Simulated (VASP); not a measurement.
# BaS (P4/nmm) in VASP: single point with PBEsol

Aim: the single point of BaS with PBEsol.

Program: VASP 6.6.1. These are calculated values, not measurements. Logs are shortened: lines on timing, memory, paths and dates and some standing lists are left out, and cuts for length are marked.

### Step 1. The cell of the first run

It takes space group P4/nmm (No. 129, tetragonal). Conventional cell: a = 5.342 Å, b = 5.342 Å, c = 3.809 Å, α = 90.00°, β = 90.00°, γ = 90.00°. Ba (site symmetry 4mm) has 8 S at 3.13 to 3.45 Å and 6 Ba at 3.81 to 3.82 Å within 4.1 Å. Within 4.1 Å of S (site symmetry -4m2) lie 8 Ba at 3.13 to 3.45 Å and 6 S at 3.78 to 3.81 Å.

### Step 2. Single point, PBEsol

File POSCAR:

```
BaS
1.0
    5.3420685581      0.0000000000      0.0000000000
    0.0000000000      5.3420685581      0.0000000000
    0.0000000000      0.0000000000      3.8088289349
Ba S
2 2
Direct
    0.5000000000      0.0000000000      0.4263630039
    0.0000000000      0.5000000000      0.5736369961
    0.0000000000      0.0000000000      0.0000000000
    0.5000000000      0.5000000000      0.0000000000
```

File INCAR.step1:

```
SYSTEM = BaS
PREC     = Accurate       ! precision mode
ENCUT    = 520            ! plane-wave cutoff, eV
EDIFF    = 1E-7           ! SCF threshold, eV
ISMEAR   = 0              ! smearing method
SIGMA    = 0.05           ! smearing width, eV
LREAL    = .False.        ! projectors in reciprocal space
LASPH    = .True.         ! aspherical terms in the spheres
NELM     = 100            ! most SCF steps
ALGO     = Normal         ! electronic algorithm
ISIF     = 2              ! what is computed and relaxed
LWAVE    = .False.        ! write WAVECAR
LCHARG   = .True.         ! write CHGCAR
GGA      = PS             ! functional
NBANDS   = 24             ! bands
```

File KPOINTS.step1:

```
Automatic mesh
0
Gamma
  6 6 8
  0 0 0
```

File INCAR.step2:

```
SYSTEM = BaS
PREC     = Accurate       ! precision mode
ENCUT    = 520            ! plane-wave cutoff, eV
EDIFF    = 1E-7           ! SCF threshold, eV
ISMEAR   = -5             ! smearing method
SIGMA    = 0.05           ! smearing width, eV
LREAL    = .False.        ! projectors in reciprocal space
LASPH    = .True.         ! aspherical terms in the spheres
NELM     = 100            ! most SCF steps
ALGO     = Normal         ! electronic algorithm
ISIF     = 2              ! what is computed and relaxed
LWAVE    = .False.        ! write WAVECAR
LCHARG   = .False.        ! write CHGCAR
GGA      = PS             ! functional
LORBIT   = 10             ! projections on sites
NEDOS    = 1001           ! points of the DOS
ICHARG   = 11             ! starting density
```

File KPOINTS.step2:

```
Automatic mesh
0
Gamma
  9 9 12
  0 0 0
```

Potentials or basis: VASP PAW PBE potentials, release 64 (Ba_sv, S).

Started as:

```bash
cat potpaw_PBE.64/Ba_sv/POTCAR potpaw_PBE.64/S/POTCAR > POTCAR
cp INCAR.step1 INCAR
cp KPOINTS.step1 KPOINTS
mpirun -np 1 vasp_std > vasp.out
cp INCAR.step2 INCAR
cp KPOINTS.step2 KPOINTS
mpirun -np 1 vasp_std > vasp.out
```

OUTCAR:

```text
SYSTEM = BaS
   PREC = Accurate
   ENCUT = 520
   EDIFF = 1E-7
   ISMEAR = -5
   LREAL = .False.
   LASPH = .True.
   NELM = 100
   ISIF = 2
   GGA = PS
   LORBIT = 10
   ICHARG = 11

 ion  position               nearest neighbor table
   1  0.500  0.000  0.426-   3 3.13   4 3.13   4 3.13   3 3.13   4 3.45   3 3.45   3 3.45   4 3.45
                             2 3.82   2 3.82   2 3.82   2 3.82
   2  0.000  0.500  0.574-   3 3.13   4 3.13   3 3.13   4 3.13   3 3.45   3 3.45   4 3.45   4 3.45
                             1 3.82   1 3.82   1 3.82   1 3.82
   3  0.000  0.000  0.000-   1 3.13   2 3.13   2 3.13   1 3.13   2 3.45   2 3.45   1 3.45   1 3.45

   4  0.500  0.500  0.000-   1 3.13   2 3.13   1 3.13   2 3.13   2 3.45   1 3.45   2 3.45   1 3.45

  LATTYP: Found a simple tetragonal cell.
 ALAT       =     5.3420685581
 C/A-ratio  =     0.7129876552

  Lattice vectors:

 A1 = (   5.3420685581,   0.0000000000,   0.0000000000)
 A2 = (   0.0000000000,   5.3420685581,   0.0000000000)
 A3 = (   0.0000000000,   0.0000000000,   3.8088289349)

Analysis of symmetry for initial positions (statically):
=====================================================================
 Subroutine PRICEL returns:
 Original cell was already a primitive cell.

 Routine SETGRP: Setting up the symmetry group for a
 simple tetragonal supercell.

 Subroutine GETGRP returns: Found 16 space group operations
 (whereof  8 operations were pure point group operations)
 out of a pool of 16 trial point group operations.

The static configuration has the point symmetry D_2d.
 The point group associated with its full space group is D_4h.

Analysis of symmetry for dynamics (positions and initial velocities):
=====================================================================
 Subroutine PRICEL returns:
 Original cell was already a primitive cell.

 Routine SETGRP: Setting up the symmetry group for a
 simple tetragonal supercell.

 Subroutine GETGRP returns: Found 16 space group operations
 (whereof  8 operations were pure point group operations)
 out of a pool of 16 trial point group operations.

The dynamic configuration has the point symmetry D_2d.
 The point group associated with its full space group is D_4h.

 Subroutine INISYM returns: Found 16 space group operations
 (whereof  8 operations are pure point group operations),
 and found     1 'primitive' translations

----------------------------------------------------------------------------------------

                                     Primitive cell

  volume of cell :     108.6952

  direct lattice vectors                    reciprocal lattice vectors
     5.342068558  0.000000000  0.000000000     0.187193404  0.000000000  0.000000000
     0.000000000  5.342068558  0.000000000     0.000000000  0.187193404  0.000000000
     0.000000000  0.000000000  3.808828935     0.000000000  0.000000000  0.262547890

  length of vectors
     5.342068558  5.342068558  3.808828935     0.187193404  0.187193404  0.262547890

  position of ions in fractional coordinates (direct lattice)
     0.500000000  0.000000000  0.426363004
     0.000000000  0.500000000  0.573636996
     0.000000000  0.000000000  0.000000000
     0.500000000  0.500000000  0.000000000

  ion indices of the primitive-cell ions
   primitive index   ion index
                 1           1
                 2           2
                 3           3
                 4           4

----------------------------------------------------------------------------------------

 KPOINTS: Automatic mesh

Automatic generation of k-mesh.
 Grid dimensions read from file:
 generate k-points for:    9    9   12

 Generating k-lattice:

  Cartesian coordinates                     Fractional coordinates (reciprocal lattice)
     0.020799267  0.000000000  0.000000000     0.111111111  0.000000000  0.000000000
     0.000000000  0.020799267  0.000000000     0.000000000  0.111111111  0.000000000
     0.000000000  0.000000000  0.021878991     0.000000000  0.000000000  0.083333333

  Length of vectors
     0.020799267  0.020799267  0.021878991

  Shift w.r.t. Gamma in fractional coordinates (k-lattice)
     0.000000000  0.000000000  0.000000000

 TETIRR: Found   1446 inequivalent tetrahedra from     5832

 Subroutine IBZKPT returns following result:
 ===========================================

 Found    105 irreducible k-points:

 Following reciprocal coordinates:
            Coordinates               Weight
  0.000000  0.000000  0.000000      1.000000
  0.111111  0.000000  0.000000      4.000000
  0.222222  0.000000  0.000000      4.000000
  0.333333  0.000000  0.000000      4.000000
  0.444444  0.000000  0.000000      4.000000
  0.111111  0.111111  0.000000      4.000000
[... 16 lines left out ...]
  0.333333  0.111111  0.083333     16.000000
  0.444444  0.111111  0.083333     16.000000
 [... further k-points ...]
   k-points           NKPTS =    105   k-points in BZ     NKDIM =    105   number of bands    NBANDS=     20
   number of dos      NEDOS =   1001   number of ions     NIONS =      4
   total plane-waves  NPLWV =  44800
   dimension x,y,z NGX =    40 NGY =   40 NGZ =   28
   dimension x,y,z NGXF=    80 NGYF=   80 NGZF=   56
   ions per type =               2   2
   NGX,Y,Z   is equivalent  to a cutoff of  12.45, 12.45, 12.22 a.u.
   NGXF,Y,Z  is equivalent  to a cutoff of  24.90, 24.90, 24.44 a.u.
 SYSTEM =  BaS
   PREC   = accura    normal or accurate (medium, high low for compatibility)
   ISTART =      0    job   : 0-new  1-cont  2-samecut
   ICHARG =     11    charge: 1-file 2-atom 10-const
   ISPIN  =      1    spin polarized calculation?
   LNONCOLLINEAR =      F non collinear calculations
   LSORBIT =      F    spin-orbit coupling
   LASPH  =      T    aspherical Exc in radial PAW
   ENCUT  =  520.0 eV  38.22 Ry    6.18 a.u.   9.93  9.93  7.08*2*pi/ulx,y,z
   NELM   =    100;   NELMIN=  2; NELMDL=  0     # of ELM steps
   EDIFF  = 0.1E-06   stopping-criterion for ELM
   LREAL  =      F    real-space projection
   EDIFFG = 0.1E-05   stopping-criterion for IOM
   NSW    =      0    number of steps for IOM
   IBRION =     -1    ionic relax: 0-MD 1-quasi-New 2-CG
   NFREE  =      0    steps in history (QN), initial steepest desc. (CG)
   ISIF   =      2    stress and relaxation
   ISYM   =      2    0-nonsym 1-usesym 2-fastsym
   POTIM  = 0.5000    time-step for ionic-motion
   TEBEG  =    0.0;   TEEND  =   0.0 temperature during run
   PSTRESS=    0.0 pullay stress
   NELECT =      32.0000    total number of electrons
   NUPDOWN=      -1.0000    fix difference up-down
   EMIN   =  10.00;   EMAX   =-10.00  energy-range for DOS
   EFERMI =   0.00;   METHOD = LEGACY
   ISMEAR =    -5;   SIGMA  =   0.05  broadening in eV -4-tet -1-fermi 0-gaus
   EFERMI_NEDOS =   21; number of points for ismear=-14 and -15
   IALGO  =     38    algorithm
   IMIX   =      4    mixing-type and parameters
     AMIX     =   0.40;   BMIX     =  1.00
     AMIX_MAG =   1.60;   BMIX_MAG =  1.00
  volume/ion in A,a.u.               =      27.17       183.38
  Fermi-wavevector in a.u.,A,eV,Ry     =   1.089067  2.058039 16.137428  1.186067
  Thomas-Fermi vector in A             =   2.225262
   LORBIT       =     10    0 simple, 1 ext, 2 COOP (PROOUT), +10 PAW based schemes
   GGA     = PS    functional components
   LHFCALC =     F    Hartree Fock is set to
   AEXX    =    0.0000 exact exchange contribution
   IVDW    =     0    specifies the selected vdW correction
   LEPSILON=     F    determine dielectric tensor
   LRPA    =     F    only Hartree local field effects (RPA)
 non-spin polarized calculation
 Fermi weights with tetrahedron method with Bloechl corrections
  energy-cutoff  :      520.00
  volume of cell :      108.70
 maximum number of plane-waves:      2948
 NGX is ok and might be reduce to    40

 number of electron      31.9999995 magnetization

 Free energy of the ion-electron system (eV)
  ---------------------------------------------------
  ext. energy  EPLUGINS =         0.00000000
  ---------------------------------------------------
  free energy    TOTEN  =       -20.76321531 eV

  energy without entropy =      -20.76321531  energy(sigma->0) =      -20.76321531

 E-fermi :   3.0633     XC(G=0):  -9.7366

 val. band max:        3.0369133751   @ k =   0.1111   0.1111   0.0000
 cond. band min:       4.5148043768   @ k =   0.0000   0.0000   0.0000
 fundamental gap:      1.4778910016
 Fermi energy:         3.0632930134

 k-point     1 :       0.0000    0.0000    0.0000
  band No.  band energies     occupation
      1     -23.8003      2.00000
      2     -23.6036      2.00000
      3      -9.4881      2.00000
      4      -9.4881      2.00000
      5      -8.5954      2.00000
      6      -8.5954      2.00000
[... 12 lines left out ...]
     19       5.5578      0.00000
     20       6.6452      0.00000

 k-point     2 :       0.1111    0.0000    0.0000
  band No.  band energies     occupation
      1     -23.7942      2.00000
      2     -23.6093      2.00000
      3      -9.5316      2.00000
      4      -9.4641      2.00000
      5      -8.8424      2.00000
      6      -8.6257      2.00000
[... 12 lines left out ...]
     19       5.6363      0.00000
     20       6.7637      0.00000

 k-point     3 :       0.2222    0.0000    0.0000
  band No.  band energies     occupation
      1     -23.7767      2.00000
      2     -23.6259      2.00000
      3      -9.6203      2.00000
      4      -9.3939      2.00000
      5      -9.1432      2.00000
      6      -8.7116      2.00000
[... 12 lines left out ...]
     19       5.8058      0.00000
     20       7.0824      0.00000

 k-point     4 :       0.3333    0.0000    0.0000
  band No.  band energies     occupation
      1     -23.7499      2.00000
      2     -23.6515      2.00000
      3      -9.6848      2.00000
      4      -9.4033      2.00000
      5      -9.2839      2.00000
      6      -8.8394      2.00000
[... 12 lines left out ...]
     19       6.0597      0.00000
     20       7.3826      0.00000

 k-point     5 :       0.4444    0.0000    0.0000
  band No.  band energies     occupation
      1     -23.7175      2.00000
      2     -23.6833      2.00000
      3      -9.6799      2.00000
      4      -9.5867      2.00000
      5      -9.1445      2.00000
      6      -8.9903      2.00000
[... 12 lines left out ...]
     19       6.8482      0.00000
     20       7.5227      0.00000
[... 353 lines left out ...]
      6      -8.6689      2.00000
[... 12 lines left out ...]
     19       5.8897      0.00000
     20       7.1004      0.00000

 k-point    22 :       0.2222    0.1111    0.0833
  band No.  band energies     occupation
      1     -23.7650      2.00000
      2     -23.6244      2.00000
      3      -9.7158      2.00000
      4      -9.3301      2.00000
      5      -9.2473      2.00000
      6      -8.6714      2.00000
[... 12 lines left out ...]
     19       6.0504      0.00000
     20       7.2882      0.00000

 k-point    23 :       0.3333    0.1111    0.0833
  band No.  band energies     occupation
      1     -23.7400      2.00000
      2     -23.6482      2.00000
      3      -9.7871      2.00000
      4      -9.5418      2.00000
      5      -9.1380      2.00000
      6      -8.7277      2.00000
[... 12 lines left out ...]
     19       6.3086      0.00000
     20       7.5928      0.00000

 k-point    24 :       0.4444    0.1111    0.0833
  band No.  band energies     occupation
      1     -23.7096      2.00000
      2     -23.6777      2.00000
      3      -9.7879      2.00000
      4      -9.7051      2.00000
      5      -9.0000      2.00000
      6      -8.8558      2.00000
[... 12 lines left out ...]
     19       7.0095      0.00000
     20       7.5796      0.00000

 [... further k-points ...]
[... 5 lines left out ...]
  --------------------------------------------------------------------------------------
  -------------------------------------------------------------------------------------
  Total        0.8147290      0.8147290      0.7525262      0.0000000     -0.0000000      0.0000000
  in kB       12.0091807     12.0091807     11.0923057      0.0000000     -0.0000000      0.0000000
  external PRESSURE =      11.7035557 kB  Pullay stress =       0.0000000 kB

 VOLUME and BASIS-vectors are now :
 -----------------------------------------------------------------------------
  energy-cutoff  :      520.00
  volume of cell :      108.70
      direct lattice vectors                 reciprocal lattice vectors
     5.342068558  0.000000000  0.000000000     0.187193404  0.000000000  0.000000000
     0.000000000  5.342068558  0.000000000     0.000000000  0.187193404  0.000000000
     0.000000000  0.000000000  3.808828935     0.000000000  0.000000000  0.262547890

 POSITION                                       TOTAL-FORCE (eV/Angst)
 -----------------------------------------------------------------------------------
      2.67103      0.00000      1.62394        -0.000000     -0.000000      0.044957
      0.00000      2.67103      2.18489        -0.000000     -0.000000     -0.044957
      0.00000      0.00000      0.00000         0.000000     -0.000000     -0.000000
      2.67103      2.67103      0.00000         0.000000      0.000000     -0.000000
 -----------------------------------------------------------------------------------
    total drift:                                0.000000      0.000000      0.000000

  FREE ENERGIE OF THE ION-ELECTRON SYSTEM (eV)
  ---------------------------------------------------
  free  energy   TOTEN  =       -20.7632153124 eV

  energy  without entropy=      -20.7632153124  energy(sigma->0) =      -20.76321531

 total charge

# of ion       s       p       d       tot
------------------------------------------
    1        2.011   5.586   0.334   7.931
    2        2.011   5.586   0.334   7.931
    3        1.317   2.405   0.000   3.723
    4        1.317   2.405   0.000   3.723
--------------------------------------------------
tot          6.655  15.984   0.668  23.307
```

It took 1.7 min on 1 thread of Intel Xeon Platinum 8559C (Emerald Rapids), shared host; peak memory 0.34 GiB.

Results:

```yaml
Valence_electrons_inside_the_program's_atomic_spheres: Ba 7.93; S 3.72
```

Levels at points of the mesh, in eV from the valence-band top:
```csv
k point,band 13,band 14,band 15,band 16,band 17,band 18,band 19,band 20
"(0.00, 0.00, 0.00)",-0.38,-0.03,-0.02,-0.02,1.48,1.66,2.52,3.61
"(0.00, 0.00, 0.50)",-2.78,-2.78,-0.73,-0.73,2.68,5.85,6.59,6.59
```

Caveat: the PAW data sets were made with another functional, which shifts forces and pressure a little; spin-orbit coupling is left out, which moves the levels of the heavy elements.
